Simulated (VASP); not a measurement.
# SbAuBr4 (P4/mmm) in VASP: notebook, part 2 of 2

VASP 6.6.1. Earlier steps stand in the parts before.

## Step 3: Relaxation of cell and atoms, PBEsol

This run uses another cell than the first one, of 33.92 Å³/atom.

File INCAR:

```
SYSTEM = SbAuBr4
ALGO = Normal ; EDIFF = 1E-6
EDIFFG = -0.01 ; ENCUT = 600
GGA = PS ; IBRION = 2
ISIF = 3 ; ISMEAR = -1
LASPH = .True. ; LCHARG = .False.
LREAL = .False. ; LWAVE = .False.
NELM = 80 ; NSW = 100
PREC = Accurate ; SIGMA = 0.03
```

File KPOINTS:

```
k-points
0
Gamma
  4 4 4
  0 0 0
```

File POSCAR:

```
SbAuBr4
1.0
    5.2098723100      0.0000000000      0.0000000000
    0.0000000000      5.2098723100      0.0000000000
    0.0000000000      0.0000000000      7.4975486900
Sb Au Br
1 1 4
Direct
    0.0000000000      0.0000000000      0.0000000000
    0.5000000000      0.5000000000      0.5000000000
    0.5000000000      0.0000000000      0.7327468500
    0.0000000000      0.5000000000      0.2672531500
    0.5000000000      0.0000000000      0.2672531500
    0.0000000000      0.5000000000      0.7327468500
```

Potentials or basis: VASP PAW PBE potentials, release 64 (Sb, Au, Br).

Started as:

```console
cat potpaw_PBE.64/Sb/POTCAR potpaw_PBE.64/Au/POTCAR potpaw_PBE.64/Br/POTCAR > POTCAR
mpirun -np 1 vasp_std > vasp.out
```

OUTCAR:

```text
SYSTEM = SbAuBr4
   EDIFF = 1E-6
   EDIFFG = -0.01
   ENCUT = 600
   GGA = PS
   IBRION = 2
   ISIF = 3
   ISMEAR = -1
   LASPH = .True.
   LREAL = .False.
   NELM = 80
   NSW = 100
   PREC = Accurate

 ion  position               nearest neighbor table
   1  0.000  0.000  0.000-   3 3.29   4 3.29   5 3.29   6 3.29   4 3.29   6 3.29   3 3.29   5 3.29

   2  0.500  0.500  0.500-   3 3.14   4 3.14   5 3.14   6 3.14   3 3.14   5 3.14   4 3.14   6 3.14

   3  0.500  0.000  0.733-   2 3.14   2 3.14   1 3.29   1 3.29
   4  0.000  0.500  0.267-   2 3.14   2 3.14   1 3.29   1 3.29
   5  0.500  0.000  0.267-   2 3.14   2 3.14   1 3.29   1 3.29
   6  0.000  0.500  0.733-   2 3.14   2 3.14   1 3.29   1 3.29

  LATTYP: Found a simple tetragonal cell.
 ALAT       =     5.2098723100
 C/A-ratio  =     1.4391041169

  Lattice vectors:

 A1 = (   5.2098723100,   0.0000000000,   0.0000000000)
 A2 = (   0.0000000000,   5.2098723100,   0.0000000000)
 A3 = (   0.0000000000,   0.0000000000,   7.4975486900)

Analysis of symmetry for initial positions (statically):
=====================================================================
 Subroutine PRICEL returns:
 Original cell was already a primitive cell.

[... 172 lines left out ...]

------------------------ aborting loop because EDIFF is reached ----------------------------------------

  FORCE on cell =-STRESS in cart. coord.  units (eV):
  Direction    XX          YY          ZZ          XY          YZ          ZX
  --------------------------------------------------------------------------------------
  -------------------------------------------------------------------------------------
  Total       -7.9201339     -7.9201339     -9.0779912      0.0000000      0.0000000     -0.0000000
  in kB      -62.3547661    -62.3547661    -71.4705108      0.0000000      0.0000000     -0.0000000
  external PRESSURE =     -65.3933477 kB  Pullay stress =       0.0000000 kB
[... 101 lines left out ...]
  FREE ENERGIE OF THE ION-ELECTRON SYSTEM (eV)
  ---------------------------------------------------
  free  energy   TOTEN  =       -16.4367934430 eV

  energy  without entropy=      -16.4335982236  energy(sigma->0) =      -16.43519583

[... ionic steps 4 to 9 ...]

--------------------------------------- Ionic step       10  -------------------------------------------

 number of electron      44.0000004 magnetization

------------------------ aborting loop because EDIFF is reached ----------------------------------------
[... 75 lines left out ...]
--------------------------------------- Ionic step       12  -------------------------------------------

 number of electron      44.0000003 magnetization

 Free energy of the ion-electron system (eV)
  ---------------------------------------------------
  ext. energy  EPLUGINS =         0.00000000
  ---------------------------------------------------
  free energy    TOTEN  =       -16.54948697 eV

  energy without entropy =      -16.54638868  energy(sigma->0) =      -16.54793782

 E-fermi :   3.3539     XC(G=0):  -9.3274

 val. band max:        3.3460595171   @ k =   0.5000   0.5000   0.2500
 cond. band min:       3.3648383451   @ k =   0.0000   0.0000   0.2500
 fundamental gap:      0.0187788280
 Fermi energy:         3.3539436346

 k-point     1 :       0.0000    0.0000    0.0000
  band No.  band energies     occupation
      1     -12.3819      2.00000
      2     -11.6819      2.00000
      3     -11.1664      2.00000
      4     -10.7521      2.00000
      5      -5.8508      2.00000
      6      -1.6972      2.00000
[... 544 lines left out ...]
  FREE ENERGIE OF THE ION-ELECTRON SYSTEM (eV)
  ---------------------------------------------------
  free  energy   TOTEN  =       -16.5494869670 eV

  energy  without entropy=      -16.5463886820  energy(sigma->0) =      -16.54793782

 reached required accuracy - stopping structural energy minimisation
```

Wall time 6.7 min (1 thread of Intel Xeon 6975P-C (Granite Rapids), shared host); peak memory 0.42 GiB.

What came out:

* Free energy: -16.5495 eV
* Relaxed volume: 27.39 Å³/atom
* Relaxed cell: a = 4.865 Å, b = 4.865 Å, c = 6.942 Å, α = 90.00°, β = 90.00°, γ = 90.00°
* Space group after relaxing (to 0.1 Å): P4/mmm (No. 123)
* Energy gained by relaxing: 203.8 meV/atom
* Ionic steps: 12
* Pressure after relaxing: 0.0 GPa
* Largest force after relaxing: 0.006 eV/Å
* Band gap on the k mesh: zero (bands 22 and 23 overlap by 0.25 eV)

Forces on the atoms (eV/Å):
```
Sb   0.000  0.000  0.000
Au   0.000  0.000  0.000
Br   0.000  0.000  0.006
Br   0.000  0.000 -0.006
Br   0.000  0.000 -0.006
Br   0.000  0.000  0.006
```

Step by step:
```csv
step,energy change (eV),largest force (eV/Å),pressure (GPa),volume (Å³)
1,0.0000,0.6755,-6.54,203.50
2,-1.1017,0.6335,-0.54,165.39
3,-1.1101,0.6231,0.37,162.50
4,-1.1753,0.3944,0.33,162.63
5,-1.2202,0.0074,0.45,162.87
6,-1.2202,0.0045,0.46,162.88
7,-1.2216,0.0162,-0.33,165.44
8,-1.2227,0.0076,-0.03,164.42
9,-1.2227,0.0073,-0.03,164.39
10,-1.2220,0.0012,0.22,163.63
11,-1.2226,0.0077,0.00,164.36
12,-1.2228,0.0057,0.01,164.32
```

Final structure:
```
CELL_PARAMETERS angstrom
4.86535 0.00000 0.00000
0.00000 4.86535 0.00000
0.00000 0.00000 6.94171
ATOMIC_POSITIONS crystal
Sb 0.00000 0.00000 0.00000
Au 0.50000 0.50000 0.50000
Br 0.50000 0.00000 0.75049
Br 0.00000 0.50000 0.24951
Br 0.50000 0.00000 0.24951
Br 0.00000 0.50000 0.75049
```

Caveat: the volume moved by over 15 % at a fixed basis, so the end points are rough; the PAW data sets were made with another functional, which shifts forces and pressure a little; spin-orbit coupling is left out, which moves the levels of the heavy elements.
